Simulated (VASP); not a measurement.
# Se (Pm-3m) in VASP: a series of runs, part 3 of 3

VASP 6.6.1. The steps go on from the part before.

### Step 5. Single point, BLYP (volume scaled by 1.12)

File INCAR:

```
SYSTEM = Se
PREC = Accurate ; ENCUT = 520
EDIFF = 1E-6 ; ISMEAR = -1
SIGMA = 0.1 ; LREAL = .FALSE.
LASPH = .TRUE. ; NELM = 60
ALGO = Normal ; ISIF = 2
LWAVE = .FALSE. ; LCHARG = .TRUE.
GGA = B5 ; ALDAX = 1.0
AGGAX = 1.0 ; AGGAC = 1.0
ALDAC = 0.0 ; LELF = .TRUE.
LVHAR = .TRUE. ; NBANDS = 9
```

File KPOINTS:

```
Automatic mesh
0
G
  12 12 12
  0 0 0
```

File POSCAR:

```
Se
1.0
    3.0206385396      0.0000000000      0.0000000000
    0.0000000000      3.0206385396      0.0000000000
    0.0000000000      0.0000000000      3.0206385396
Se
1
Direct
    0.0000000000      0.0000000000      0.0000000000
```

Potentials or basis: VASP PAW PBE potentials, release 64 (Se).

Run with:

```console
$ cat potpaw_PBE.64/Se/POTCAR > POTCAR
$ mpirun -np 1 vasp_std > vasp.out
```

OUTCAR:

```text
SYSTEM = Se
   PREC = Accurate
   ENCUT = 520
   EDIFF = 1E-6
   ISMEAR = -1
   LREAL = .FALSE.
   LASPH = .TRUE.
   NELM = 60
   ISIF = 2
   GGA = B5

 ion  position               nearest neighbor table
   1  0.000  0.000  0.000-

  LATTYP: Found a simple cubic cell.
 ALAT       =     3.0206385396

  Lattice vectors:

 A1 = (   3.0206385396,   0.0000000000,   0.0000000000)
 A2 = (   0.0000000000,   3.0206385396,   0.0000000000)
 A3 = (   0.0000000000,   0.0000000000,   3.0206385396)

Analysis of symmetry for initial positions (statically):
=====================================================================
 Subroutine PRICEL returns:
 Original cell was already a primitive cell.

 Routine SETGRP: Setting up the symmetry group for a
 simple cubic supercell.

 Subroutine GETGRP returns: Found 48 space group operations
[... 9 lines left out ...]

 Routine SETGRP: Setting up the symmetry group for a
 simple cubic supercell.

 Subroutine GETGRP returns: Found 48 space group operations
[... 11 lines left out ...]
                                     Primitive cell

  volume of cell :      27.5611

  direct lattice vectors                    reciprocal lattice vectors
     3.020638540  0.000000000  0.000000000     0.331055830  0.000000000  0.000000000
     0.000000000  3.020638540  0.000000000     0.000000000  0.331055830  0.000000000
     0.000000000  0.000000000  3.020638540     0.000000000  0.000000000  0.331055830

  length of vectors
     3.020638540  3.020638540  3.020638540     0.331055830  0.331055830  0.331055830

  position of ions in fractional coordinates (direct lattice)
     0.000000000  0.000000000  0.000000000

  ion indices of the primitive-cell ions
   primitive index   ion index
                 1           1

----------------------------------------------------------------------------------------

 KPOINTS: Automatic mesh

Automatic generation of k-mesh.
 Grid dimensions read from file:
 generate k-points for:   12   12   12

 Generating k-lattice:

  Cartesian coordinates                     Fractional coordinates (reciprocal lattice)
     0.027587986  0.000000000  0.000000000     0.083333333  0.000000000  0.000000000
     0.000000000  0.027587986  0.000000000     0.000000000  0.083333333  0.000000000
     0.000000000  0.000000000  0.027587986     0.000000000  0.000000000  0.083333333

  Length of vectors
     0.027587986  0.027587986  0.027587986

  Shift w.r.t. Gamma in fractional coordinates (k-lattice)
     0.000000000  0.000000000  0.000000000

 Subroutine IBZKPT returns following result:
 ===========================================

 Found     84 irreducible k-points:

 Following reciprocal coordinates:
            Coordinates               Weight
  0.000000  0.000000  0.000000      1.000000
  0.083333  0.000000  0.000000      6.000000
  0.166667  0.000000  0.000000      6.000000
  0.250000  0.000000  0.000000      6.000000
  0.333333  0.000000  0.000000      6.000000
  0.416667  0.000000  0.000000      6.000000
[... 16 lines left out ...]
  0.333333  0.333333  0.000000     12.000000
  0.416667  0.333333  0.000000     24.000000
 [... further k-points ...]
   k-points           NKPTS =     84   k-points in BZ     NKDIM =     84   number of bands    NBANDS=      9
   number of dos      NEDOS =    301   number of ions     NIONS =      1
   total plane-waves  NPLWV =  13824
   dimension x,y,z NGX =    24 NGY =   24 NGZ =   24
   dimension x,y,z NGXF=    48 NGYF=   48 NGZF=   48
   ions per type =               1
   NGX,Y,Z   is equivalent  to a cutoff of  13.21, 13.21, 13.21 a.u.
   NGXF,Y,Z  is equivalent  to a cutoff of  26.42, 26.42, 26.42 a.u.
 SYSTEM =  Se
   PREC   = accura    normal or accurate (medium, high low for compatibility)
   ISTART =      0    job   : 0-new  1-cont  2-samecut
   ICHARG =      2    charge: 1-file 2-atom 10-const
   ISPIN  =      1    spin polarized calculation?
   LNONCOLLINEAR =      F non collinear calculations
   LSORBIT =      F    spin-orbit coupling
   LASPH  =      T    aspherical Exc in radial PAW
   ENCUT  =  520.0 eV  38.22 Ry    6.18 a.u.   5.62  5.62  5.62*2*pi/ulx,y,z
   NELM   =     60;   NELMIN=  2; NELMDL= -5     # of ELM steps
   EDIFF  = 0.1E-05   stopping-criterion for ELM
   LREAL  =      F    real-space projection
   EDIFFG = 0.1E-04   stopping-criterion for IOM
   NSW    =      0    number of steps for IOM
   IBRION =     -1    ionic relax: 0-MD 1-quasi-New 2-CG
   NFREE  =      0    steps in history (QN), initial steepest desc. (CG)
   ISIF   =      2    stress and relaxation
   ISYM   =      2    0-nonsym 1-usesym 2-fastsym
   POTIM  = 0.5000    time-step for ionic-motion
   TEBEG  =    0.0;   TEEND  =   0.0 temperature during run
   PSTRESS=    0.0 pullay stress
   NELECT =       6.0000    total number of electrons
   NUPDOWN=      -1.0000    fix difference up-down
   EMIN   =  10.00;   EMAX   =-10.00  energy-range for DOS
   EFERMI =   0.00;   METHOD = LEGACY
   ISMEAR =    -1;   SIGMA  =   0.10  broadening in eV -4-tet -1-fermi 0-gaus
   EFERMI_NEDOS =   21; number of points for ismear=-14 and -15
   IALGO  =     38    algorithm
   IMIX   =      4    mixing-type and parameters
     AMIX     =   0.40;   BMIX     =  1.00
     AMIX_MAG =   1.60;   BMIX_MAG =  1.00
  volume/ion in A,a.u.               =      27.56       185.99
  Fermi-wavevector in a.u.,A,eV,Ry     =   0.984827  1.861053 13.196068  0.969884
  Thomas-Fermi vector in A             =   2.116088
   LORBIT       =      0    0 simple, 1 ext, 2 COOP (PROOUT), +10 PAW based schemes
   GGA     = B5    functional components
   LHFCALC =     F    Hartree Fock is set to
   AEXX    =    0.0000 exact exchange contribution
   IVDW    =     0    specifies the selected vdW correction
   LEPSILON=     F    determine dielectric tensor
   LRPA    =     F    only Hartree local field effects (RPA)
 non-spin polarized calculation
  energy-cutoff  :      520.00
  volume of cell :       27.56
 maximum number of plane-waves:       768
 NGX is ok and might be reduce to    24
   NGX = 11   NGY = 11   NGZ = 11

 number of electron       5.9999998 magnetization

 Free energy of the ion-electron system (eV)
  ---------------------------------------------------
  ext. energy  EPLUGINS =         0.00000000
  ---------------------------------------------------
  free energy    TOTEN  =        -2.71688613 eV

  energy without entropy =       -2.69380693  energy(sigma->0) =       -2.70534653

 E-fermi :   2.8901     XC(G=0):  -8.4543

 val. band max:        2.8676818232   @ k =   0.4167   0.1667   0.0000
 cond. band min:       2.9282705307   @ k =   0.4167   0.1667   0.0833
 fundamental gap:      0.0605887075
 Fermi energy:         2.8900557612

 k-point     1 :       0.0000    0.0000    0.0000
  band No.  band energies     occupation
      1     -11.6023      2.00000
      2       3.9609      0.00004
      3       3.9609      0.00004
      4       3.9609      0.00004
      5      10.1123      0.00000
      6      11.1526      0.00000
      7      11.1526      0.00000
      8      23.2309      0.00000
      9      23.2309      0.00000

 k-point     2 :       0.0833    0.0000    0.0000
  band No.  band energies     occupation
      1     -11.5295      2.00000
      2       3.2392      0.05910
      3       4.0165      0.00003
      4       4.0165      0.00003
      5      10.3889      0.00000
      6      11.2366      0.00000
      7      11.8882      0.00000
      8      21.8319      0.00000
      9      21.8319      0.00000

 k-point     3 :       0.1667    0.0000    0.0000
  band No.  band energies     occupation
      1     -11.3199      2.00000
      2       1.7492      1.99998
      3       4.1737      0.00001
      4       4.1737      0.00001
      5      10.7910      0.00000
      6      11.4815      0.00000
      7      13.7875      0.00000
      8      20.0232      0.00000
      9      20.0232      0.00000
[... 229 lines left out ...]
 k-point    23 :       0.3333    0.3333    0.0000
  band No.  band energies     occupation
      1      -9.6915      2.00000
      2      -0.2113      2.00000
      3      -0.1307      2.00000
      4       5.2989      0.00000
      5       9.7061      0.00000
      6      13.6460      0.00000
      7      18.0406      0.00000
      8      18.6788      0.00000
      9      18.8942      0.00000

 k-point    24 :       0.4167    0.3333    0.0000
  band No.  band energies     occupation
      1      -9.3897      2.00000
      2      -1.0521      2.00000
      3       0.1303      2.00000
      4       5.4813      0.00000
      5       8.8134      0.00000
      6      14.1756      0.00000
      7      17.5318      0.00000
      8      18.6154      0.00000
      9      18.7869      0.00000

 [... further k-points ...]

------------------------ aborting loop because EDIFF is reached ----------------------------------------

  FORCE on cell =-STRESS in cart. coord.  units (eV):
  Direction    XX          YY          ZZ          XY          YZ          ZX
  --------------------------------------------------------------------------------------
  -------------------------------------------------------------------------------------
  Total       -0.8140649     -0.8140649     -0.8140649     -0.0000000      0.0000000     -0.0000000
  in kB      -47.3231144    -47.3231144    -47.3231144     -0.0000000      0.0000000     -0.0000000
  external PRESSURE =     -47.3231144 kB  Pullay stress =       0.0000000 kB

 VOLUME and BASIS-vectors are now :
 -----------------------------------------------------------------------------
  energy-cutoff  :      520.00
  volume of cell :       27.56
      direct lattice vectors                 reciprocal lattice vectors
     3.020638540  0.000000000  0.000000000     0.331055830  0.000000000  0.000000000
     0.000000000  3.020638540  0.000000000     0.000000000  0.331055830  0.000000000
     0.000000000  0.000000000  3.020638540     0.000000000  0.000000000  0.331055830

 POSITION                                       TOTAL-FORCE (eV/Angst)
 -----------------------------------------------------------------------------------
      0.00000      0.00000      0.00000         0.000000      0.000000      0.000000
 -----------------------------------------------------------------------------------
    total drift:                               -0.000000      0.000000     -0.000000

  FREE ENERGIE OF THE ION-ELECTRON SYSTEM (eV)
  ---------------------------------------------------
  free  energy   TOTEN  =        -2.7168861317 eV

  energy  without entropy=       -2.6938069256  energy(sigma->0) =       -2.70534653
```

It took 8 s on 1 thread of Intel Xeon 6975P-C (Granite Rapids), shared host; peak memory 0.14 GiB.

Results:

| Item | Value |
| --- | --- |
| Free energy | -2.7169 eV |
| Pressure | -4.7 GPa |
| Band gap on the k mesh | zero (band 3 reaches 4.93 eV, above the bottom of band 4 at 0.31 eV) |

Levels at points of the mesh, in eV from the Fermi level:
| k point | band 1 | band 2 | band 3 | band 4 | band 5 | band 6 |
| --- | --- | --- | --- | --- | --- | --- |
| (0.00, 0.00, 0.00) | -14.49 | 1.07 | 1.07 | 1.07 | 7.22 | 8.26 |
| (0.50, 0.00, 0.00) | -13.09 | -5.24 | 2.04 | 2.04 | 10.02 | 10.42 |
| (0.50, 0.50, 0.00) | -11.74 | -3.82 | -3.82 | 2.90 | 4.32 | 12.32 |
| (0.50, 0.50, 0.50) | -10.41 | -2.58 | -2.58 | -2.58 | 6.73 | 6.73 |

Caveat: the PAW data sets were made with another functional, which shifts forces and pressure a little.

### Step 6. Overview

```csv
cell,gap on the mesh (eV),pressure (GPa)
"a = 2.909 Å, 1 atom",none,0.2
"a = 2.947 Å, 1 atom",none,-1.8
"a = 2.984 Å, 1 atom",none,-3.5
"a = 3.021 Å, 1 atom",none,-4.7
```

Alike in all rows: task single point; level BLYP; potentials or basis VASP PAW PBE potentials, release 64 (Se); no spin polarisation; k mesh 12 × 12 × 12; cutoff (eV) 520; smearing fermi-dirac 0.1 eV.

Caveats: the PAW data sets were made with another functional, which shifts forces and pressure a little.

Absolute energies hang on the potentials; compare differences alone.
